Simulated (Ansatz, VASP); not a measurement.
**SnSe: VASP beside Ansatz**

Contents of INCAR:

```
PREC = Accurate ; ENCUT = 500
EDIFF = 1E-6 ; ISMEAR = 0
SIGMA = 0.02 ; LREAL = False
LASPH = True ; NELM = 200
ALGO = Normal ; ISIF = 2
LWAVE = False ; LCHARG = False
MAGMOM = 0 0 0 0 0 0 ; LORBIT = 11
LSORBIT = True ; GGA_COMPAT = False
LORBMOM = True ; GGA = RE
NBANDS = 32
```

File KPOINTS:

```
regular mesh
0
Gamma
  10 10 10
```

The input POSCAR:

```
SnSe
1.0
    0.0000000000      3.0100000000      3.0100000000
    3.0100000000      0.0000000000      3.0100000000
    3.0100000000      3.0100000000      0.0000000000
Sn Se
1 1
Direct
    0.0000000000      0.0000000000      0.0000000000
    0.5000000000      0.5000000000      0.5000000000
```

Input for Ansatz:

```yaml
crystal:
  lattice:
    - [0.0, 3.01, 3.01]
    - [3.01, 0.0, 3.01]
    - [3.01, 3.01, 0.0]
  atoms:
    - { symbol: Sn, position: [0.0, 0.0, 0.0] }
    - { symbol: Se, position: [0.5, 0.5, 0.5] }
kpoints:
  mp_grid: { grid: [10, 10, 10] }
hamiltonian:
  xc: revpbe
  pseudopotentials: { kind: paw_fr }
scf:
  occupations: { method: gaussian, width: 0.02 }
output:
  forces: true
  eigenvalues: true
  stress: true
magnetization:
  noncollinear: true
  spin_orbit: true
```

Alike in both runs: task single point; functional revPBE; k mesh 10 × 10 × 10; occupations gaussian, width 0.02 eV; non-collinear spin, spin-orbit coupling.

|  | VASP | Ansatz |
| --- | --- | --- |
| version | VASP 6.6.1 | Ansatz 0.2.0 |
| potentials or method | VASP PAW PBE potentials, release 64 (Sn_d, Se) | scalar-relativistic, plane waves, PAW |
| plane-wave cutoff (eV) | 500 | 420 |
| valence electrons in the cell | 20 | 30 |

|  | VASP | Ansatz | Ansatz less VASP |
| --- | --- | --- | --- |
| pressure (GPa) | 2.2 | 2.2 | 0.00 |

VASP's potentials were made for PBE, not for revPBE. The functional is the same, so the differences come from potentials, cutoffs and numerics. VASP's potentials hold 20 valence electrons a cell and Ansatz's 30, so a difference there can come from the potentials and not from the codes.
